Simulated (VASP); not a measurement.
# Zn3Cd2S5 (I-4m2) in VASP: single point with PBE

Aim: the single point of Zn3Cd2S5 with PBE.

Everything below comes from runs of VASP 6.6.1. Logs are shortened: lines on timing, memory, paths and dates and some standing lists are left out, and cuts for length are marked.

### 1 The cell of the first run

The structure is tetragonal, space group I-4m2 (No. 119). The conventional cell has a = 3.962 Å, b = 3.962 Å, c = 28.481 Å, α = 90.00°, β = 90.00°, γ = 90.00°. Within 3.1 Å of Zn (site symmetry 2mm) lie 4 S at 2.37 to 2.38 Å. Zn (site symmetry -4m2) has 4 S at 2.38 Å within 3.1 Å. Cd (site symmetry 2mm) has 4 S at 2.54 Å within 3.4 Å. S (site symmetry -4m2) has 4 Cd at 2.54 Å within 3.4 Å. S (site symmetry 2mm) has 2 Zn at 2.37 Å and 2 Cd at 2.54 Å within 3.1 Å. S (site symmetry 2mm) has 4 Zn at 2.38 Å within 3.1 Å.

### 2 Single point, PBE

File INCAR:

```
  ALGO = Normal
  EDIFF = 1E-6
  ENCUT = 520
  GGA = PE
  ISIF = 2
  ISMEAR = 0
  LASPH = T
  LCHARG = F
  LREAL = F
  LWAVE = F
  NBANDS = 56
  NELM = 100
  PREC = Accurate
  SIGMA = 0.1
```

File KPOINTS:

```
k-points
0
Gamma
  6 6 6
```

File POSCAR:

```
Zn3Cd2S5
1.0
   -1.9811098768      1.9811098768     14.2405016992
    1.9811098768     -1.9811098768     14.2405016992
    1.9811098768      1.9811098768    -14.2405016992
Zn Cd S
3 2 5
Direct
    0.5923369399      0.5923369399      0.0000000000
    0.0000000000      0.0000000000      0.0000000000
    0.4076630601      0.4076630601      0.0000000000
    0.8057841213      0.8057841213      0.0000000000
    0.1942158787      0.1942158787      0.0000000000
    0.2500000000      0.7500000000      0.5000000000
    0.6381468443      0.1381468443      0.5000000000
    0.0461450269      0.5461450269      0.5000000000
    0.4538549731      0.9538549731      0.5000000000
    0.8618531557      0.3618531557      0.5000000000
```

Potentials or basis: VASP PAW PBE potentials, release 64 (Zn, Cd, S).

Started as:

```console
$ cat potpaw_PBE.64/Zn/POTCAR potpaw_PBE.64/Cd/POTCAR potpaw_PBE.64/S/POTCAR > POTCAR
$ mpirun -np 1 vasp_std > vasp.out
```

OUTCAR:

```text
EDIFF = 1E-6
   ENCUT = 520
   GGA = PE
   ISIF = 2
   ISMEAR = 0
   LASPH = T
   LREAL = F
   NELM = 100
   PREC = Accurate

 ion  position               nearest neighbor table
   1  0.592  0.592  0.000-   7 2.37   7 2.37   8 2.38   8 2.38
   2  0.000  0.000  0.000-   8 2.38   9 2.38   8 2.38   9 2.38
   3  0.408  0.408  0.000-  10 2.37  10 2.37   9 2.38   9 2.38
   4  0.806  0.806  0.000-   6 2.54   6 2.54  10 2.54  10 2.54
   5  0.194  0.194  0.000-   6 2.54   6 2.54   7 2.54   7 2.54
   6  0.250  0.750  0.500-   4 2.54   5 2.54   4 2.54   5 2.54
   7  0.638  0.138  0.500-   1 2.37   1 2.37   5 2.54   5 2.54
   8  0.046  0.546  0.500-   2 2.38   2 2.38   1 2.38   1 2.38
   9  0.454  0.954  0.500-   2 2.38   2 2.38   3 2.38   3 2.38
  10  0.862  0.362  0.500-   3 2.37   3 2.37   4 2.54   4 2.54

  LATTYP: Found a body centered tetragonal cell.
 ALAT       =     3.9622197536
 C/A-ratio  =     7.1881433059

  Lattice vectors:

 A1 = (  -1.9811098768,   1.9811098768,  14.2405016992)
 A2 = (   1.9811098768,  -1.9811098768,  14.2405016992)
 A3 = (   1.9811098768,   1.9811098768, -14.2405016992)

Analysis of symmetry for initial positions (statically):
=====================================================================
 Subroutine PRICEL returns:
 Original cell was already a primitive cell.

 Routine SETGRP: Setting up the symmetry group for a
 body centered tetragonal supercell.

 Subroutine GETGRP returns: Found  8 space group operations
 (whereof  8 operations were pure point group operations)
 out of a pool of 16 trial point group operations.

The static configuration has the point symmetry D_2d.

Analysis of symmetry for dynamics (positions and initial velocities):
=====================================================================
 Subroutine PRICEL returns:
 Original cell was already a primitive cell.

 Routine SETGRP: Setting up the symmetry group for a
 body centered tetragonal supercell.

 Subroutine GETGRP returns: Found  8 space group operations
 (whereof  8 operations were pure point group operations)
 out of a pool of 16 trial point group operations.

The dynamic configuration has the point symmetry D_2d.

 Subroutine INISYM returns: Found  8 space group operations
 (whereof  8 operations are pure point group operations),
 and found     1 'primitive' translations

----------------------------------------------------------------------------------------

                                     Primitive cell

  volume of cell :     223.5643

  direct lattice vectors                    reciprocal lattice vectors
    -1.981109877  1.981109877 14.240501699     0.000000000  0.252383780  0.035111123
     1.981109877 -1.981109877 14.240501699     0.252383780  0.000000000  0.035111123
     1.981109877  1.981109877-14.240501699     0.252383780  0.252383780  0.000000000

  length of vectors
    14.513493078 14.513493078 14.513493078     0.254814371  0.254814371  0.356924565

  position of ions in fractional coordinates (direct lattice)
     0.592336940  0.592336940  0.000000000
     0.000000000  0.000000000  0.000000000
     0.407663060  0.407663060  0.000000000
     0.805784121  0.805784121  0.000000000
     0.194215879  0.194215879  0.000000000
     0.250000000  0.750000000  0.500000000
     0.638146844  0.138146844  0.500000000
     0.046145027  0.546145027  0.500000000
     0.453854973  0.953854973  0.500000000
     0.861853156  0.361853156  0.500000000

  ion indices of the primitive-cell ions
   primitive index   ion index
                 1           1
                 2           2
                 3           3
                 4           4
                 5           5
                 6           6
                 7           7
                 8           8
                 9           9
                10          10

----------------------------------------------------------------------------------------

 KPOINTS: k-points

Automatic generation of k-mesh.
 Grid dimensions read from file:
 generate k-points for:    6    6    6

 Generating k-lattice:

  Cartesian coordinates                     Fractional coordinates (reciprocal lattice)
     0.000000000  0.042063963  0.005851854     0.166666667  0.000000000  0.000000000
     0.042063963  0.000000000  0.005851854     0.000000000  0.166666667  0.000000000
     0.042063963  0.042063963  0.000000000     0.000000000  0.000000000  0.166666667

  Length of vectors
     0.042469062  0.042469062  0.059487428

  Shift w.r.t. Gamma in fractional coordinates (k-lattice)
     0.000000000  0.000000000  0.000000000

 Subroutine IBZKPT returns following result:
 ===========================================

 Found     30 irreducible k-points:

 Following reciprocal coordinates:
            Coordinates               Weight
  0.000000  0.000000  0.000000      1.000000
  0.166667  0.000000  0.000000      8.000000
  0.333333  0.000000 -0.000000      8.000000
  0.500000  0.000000 -0.000000      4.000000
  0.166667  0.166667  0.000000      8.000000
  0.333333  0.166667 -0.000000     16.000000
[... 16 lines left out ...]
 -0.333333 -0.333333  0.166667      8.000000
 -0.166667 -0.333333  0.166667      8.000000
 [... further k-points ...]
   k-points           NKPTS =     30   k-points in BZ     NKDIM =     30   number of bands    NBANDS=     56
   number of dos      NEDOS =    301   number of ions     NIONS =     10
   total plane-waves  NPLWV = ******
   dimension x,y,z NGX =   108 NGY =  108 NGZ =  108
   dimension x,y,z NGXF=   216 NGYF=  216 NGZF=  216
   ions per type =               3   2   5
   NGX,Y,Z   is equivalent  to a cutoff of  12.37, 12.37, 12.37 a.u.
   NGXF,Y,Z  is equivalent  to a cutoff of  24.74, 24.74, 24.74 a.u.
 SYSTEM =  unknown system
   PREC   = accura    normal or accurate (medium, high low for compatibility)
   ISTART =      0    job   : 0-new  1-cont  2-samecut
   ICHARG =      2    charge: 1-file 2-atom 10-const
   ISPIN  =      1    spin polarized calculation?
   LNONCOLLINEAR =      F non collinear calculations
   LSORBIT =      F    spin-orbit coupling
   LASPH  =      T    aspherical Exc in radial PAW
   ENCUT  =  520.0 eV  38.22 Ry    6.18 a.u.  26.99 26.99 26.99*2*pi/ulx,y,z
   NELM   =    100;   NELMIN=  2; NELMDL= -5     # of ELM steps
   EDIFF  = 0.1E-05   stopping-criterion for ELM
   LREAL  =      F    real-space projection
   EDIFFG = 0.1E-04   stopping-criterion for IOM
   NSW    =      0    number of steps for IOM
   IBRION =     -1    ionic relax: 0-MD 1-quasi-New 2-CG
   NFREE  =      0    steps in history (QN), initial steepest desc. (CG)
   ISIF   =      2    stress and relaxation
   ISYM   =      2    0-nonsym 1-usesym 2-fastsym
   POTIM  = 0.5000    time-step for ionic-motion
   TEBEG  =    0.0;   TEEND  =   0.0 temperature during run
   PSTRESS=    0.0 pullay stress
   NELECT =      90.0000    total number of electrons
   NUPDOWN=      -1.0000    fix difference up-down
   EMIN   =  10.00;   EMAX   =-10.00  energy-range for DOS
   EFERMI =   0.00;   METHOD = LEGACY
   ISMEAR =     0;   SIGMA  =   0.10  broadening in eV -4-tet -1-fermi 0-gaus
   EFERMI_NEDOS =   21; number of points for ismear=-14 and -15
   IALGO  =     38    algorithm
   IMIX   =      4    mixing-type and parameters
     AMIX     =   0.40;   BMIX     =  1.00
     AMIX_MAG =   1.60;   BMIX_MAG =  1.00
  volume/ion in A,a.u.               =      22.36       150.87
  Fermi-wavevector in a.u.,A,eV,Ry     =   1.208801  2.284303 19.880836  1.461200
  Thomas-Fermi vector in A             =   2.344398
   LORBIT       =      0    0 simple, 1 ext, 2 COOP (PROOUT), +10 PAW based schemes
   GGA     = PE    functional components
   LHFCALC =     F    Hartree Fock is set to
   AEXX    =    0.0000 exact exchange contribution
   IVDW    =     0    specifies the selected vdW correction
   LEPSILON=     F    determine dielectric tensor
   LRPA    =     F    only Hartree local field effects (RPA)
 non-spin polarized calculation
 Gauss-broadening in eV      SIGMA  =   0.10
  energy-cutoff  :      520.00
  volume of cell :      223.56
 maximum number of plane-waves:      6081
   NGX = 53   NGY = 53   NGZ = 53

 number of electron      90.0000019 magnetization

 Free energy of the ion-electron system (eV)
  ---------------------------------------------------
  ext. energy  EPLUGINS =         0.00000000
  ---------------------------------------------------
  free energy    TOTEN  =       -32.68885406 eV

  energy without entropy =      -32.68885406  energy(sigma->0) =      -32.68885406

 E-fermi :   1.9936     XC(G=0):  -9.2972

 val. band max:        1.5476465275   @ k =   0.0000   0.0000   0.0000
 cond. band min:       2.9998094916   @ k =   0.0000   0.0000   0.0000
 fundamental gap:      1.4521629641
 Fermi energy:         1.9936234811

 k-point     1 :       0.0000    0.0000    0.0000
  band No.  band energies     occupation
      1     -11.1989      2.00000
      2     -10.8731      2.00000
      3     -10.6822      2.00000
      4     -10.3579      2.00000
      5     -10.2168      2.00000
      6      -6.1623      2.00000
[... 48 lines left out ...]
     55       8.0260      0.00000
     56       8.0320      0.00000

 k-point     2 :       0.1667    0.0000    0.0000
  band No.  band energies     occupation
      1     -11.0845      2.00000
      2     -10.7958      2.00000
      3     -10.6125      2.00000
      4     -10.3470      2.00000
      5     -10.2148      2.00000
      6      -6.1307      2.00000
[... 48 lines left out ...]
     55       7.7641      0.00000
     56       8.2156      0.00000
[... 1237 lines left out ...]
     55       7.5350      0.00000
     56       8.2646      0.00000

 k-point    24 :      -0.1667   -0.3333    0.1667
  band No.  band energies     occupation
      1     -11.0808      2.00000
      2     -10.8187      2.00000
      3     -10.5695      2.00000
      4     -10.3850      2.00000
      5     -10.2007      2.00000
      6      -6.1307      2.00000
[... 48 lines left out ...]
     55       7.8474      0.00000
     56       8.2617      0.00000

 [... further k-points ...]

------------------------ aborting loop because EDIFF is reached ----------------------------------------

  FORCE on cell =-STRESS in cart. coord.  units (eV):
  Direction    XX          YY          ZZ          XY          YZ          ZX
  --------------------------------------------------------------------------------------
  -------------------------------------------------------------------------------------
  Total        0.3574524      0.3574524      0.3436935      0.0000000      0.0000000     -0.0000000
  in kB        2.5616886      2.5616886      2.4630852      0.0000000      0.0000000     -0.0000000
  external PRESSURE =       2.5288208 kB  Pullay stress =       0.0000000 kB

 VOLUME and BASIS-vectors are now :
 -----------------------------------------------------------------------------
  energy-cutoff  :      520.00
  volume of cell :      223.56
      direct lattice vectors                 reciprocal lattice vectors
    -1.981109877  1.981109877 14.240501699     0.000000000  0.252383780  0.035111123
     1.981109877 -1.981109877 14.240501699     0.252383780  0.000000000  0.035111123
     1.981109877  1.981109877-14.240501699     0.252383780  0.252383780  0.000000000

 POSITION                                       TOTAL-FORCE (eV/Angst)
 -----------------------------------------------------------------------------------
      0.00000      0.00000     16.87035         0.000000     -0.000000     -0.008858
      0.00000      0.00000      0.00000        -0.000000      0.000000      0.000000
      0.00000      0.00000     11.61065         0.000000     -0.000000      0.008858
      0.00000      0.00000     22.94954        -0.000000      0.000000      0.002455
      0.00000      0.00000      5.53146        -0.000000      0.000000     -0.002455
      1.98111     -0.00000      7.12025        -0.000000      0.000000      0.000000
     -0.00000      1.98111      3.93456        -0.000000      0.000000     -0.021107
      1.98111      0.00000      1.31426        -0.000000      0.000000      0.001305
      1.98111      0.00000     12.92625        -0.000000      0.000000     -0.001305
      0.00000      1.98111     10.30594        -0.000000      0.000000      0.021107
 -----------------------------------------------------------------------------------
    total drift:                                0.000002     -0.000002      0.000000

  FREE ENERGIE OF THE ION-ELECTRON SYSTEM (eV)
  ---------------------------------------------------
  free  energy   TOTEN  =       -32.6888540631 eV

  energy  without entropy=      -32.6888540631  energy(sigma->0) =      -32.68885406
```

Wall time 49 min (1 thread of Intel Xeon 6975P-C (Granite Rapids), shared host); peak memory 2 GiB.

What came out:

| Quantity | Value |
| --- | --- |
| Free energy | -32.6889 eV |
| Pressure | 0.3 GPa |
| Largest force | 0.021 eV/Å |
| Band gap on the k mesh | 1.45 eV |

Forces on the atoms (eV/Å):
```
Zn   0.000  0.000 -0.009
Zn   0.000  0.000  0.000
Zn   0.000  0.000  0.009
Cd   0.000  0.000  0.002
Cd   0.000  0.000 -0.002
S    0.000  0.000  0.000
S    0.000  0.000 -0.021
S    0.000  0.000  0.001
S    0.000  0.000 -0.001
S    0.000  0.000  0.021
```

Levels at points of the mesh, in eV from the valence-band top:
| k point | band 41 | band 42 | band 43 | band 44 | band 45 | band 46 | band 47 | band 48 | band 49 | band 50 |
| --- | --- | --- | --- | --- | --- | --- | --- | --- | --- | --- |
| (0.00, 0.00, 0.00) | -0.77 | -0.77 | -0.12 | 0.00 | 0.00 | 1.45 | 3.37 | 3.47 | 3.70 | 3.81 |
| (0.50, 0.00, 0.00) | -1.01 | -0.99 | -0.81 | -0.55 | -0.51 | 2.99 | 3.39 | 3.53 | 4.25 | 4.30 |
| (0.50, 0.50, 0.00) | -2.15 | -2.10 | -2.08 | -1.99 | -1.97 | 3.47 | 3.90 | 4.06 | 4.07 | 4.35 |
| (0.50, 0.50, 0.50) | -0.82 | -0.34 | -0.34 | -0.15 | -0.15 | 2.14 | 2.46 | 3.47 | 3.81 | 4.16 |
